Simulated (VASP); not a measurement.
Here is a VASP 6.6.1 calculation.

POSCAR

```
NaI
1.0
    0.0000000000      3.5431916835      3.5431916835
    3.5431916835      0.0000000000      3.5431916835
    3.5431916835      3.5431916835      0.0000000000
Na I
1 1
Direct
    0.0000000000      0.0000000000      0.0000000000
    0.2500000000      0.2500000000      0.2500000000
```

INCAR.step1

```
SYSTEM = NaI
  ALGO = Normal
  EDIFF = 1E-4
  ENCUT = 520
  GGA = PE
  ISMEAR = 0
  LASPH = .TRUE.
  LCHARG = .FALSE.
  LREAL = .FALSE.
  LWAVE = .TRUE.
  NBANDS = 14
  NELM = 80
  PREC = Accurate
  SIGMA = 0.01
```

INCAR.step2

```
SYSTEM = NaI
  ALGO = Normal
  EDIFF = 1E-7
  ENCUT = 520
  ISIF = 2
  ISMEAR = 0
  ISTART = 1
  LASPH = .TRUE.
  LCHARG = .FALSE.
  LMIXTAU = .TRUE.
  LREAL = .FALSE.
  LWAVE = .FALSE.
  METAGGA = R2SCAN
  NBANDS = 14
  NELM = 80
  PREC = Accurate
  SIGMA = 0.01
```

File KPOINTS:

```
k-points
0
G
  4 4 4
  0 0 0
```

Potentials or basis: VASP PAW PBE potentials, release 64 (Na_pv, I).

Run with:

```bash
$ cat potpaw_PBE.64/Na_pv/POTCAR potpaw_PBE.64/I/POTCAR > POTCAR
$ cp INCAR.step1 INCAR
$ mpirun -np 1 vasp_std > vasp.out
$ cp INCAR.step2 INCAR
$ mpirun -np 1 vasp_std > vasp.out
```

Question: What does it give for the pressure?

Answer: -0.1 GPa.

Question: What does it give for the band gap on the k mesh?

Answer: 4.42 eV, direct.

Caveat: the PAW data sets were made with another functional, which shifts forces and pressure a little; spin-orbit coupling is left out, which moves the levels of the heavy elements. r2SCAN opens gaps a little over a GGA but as a rule still falls short of measured ones.
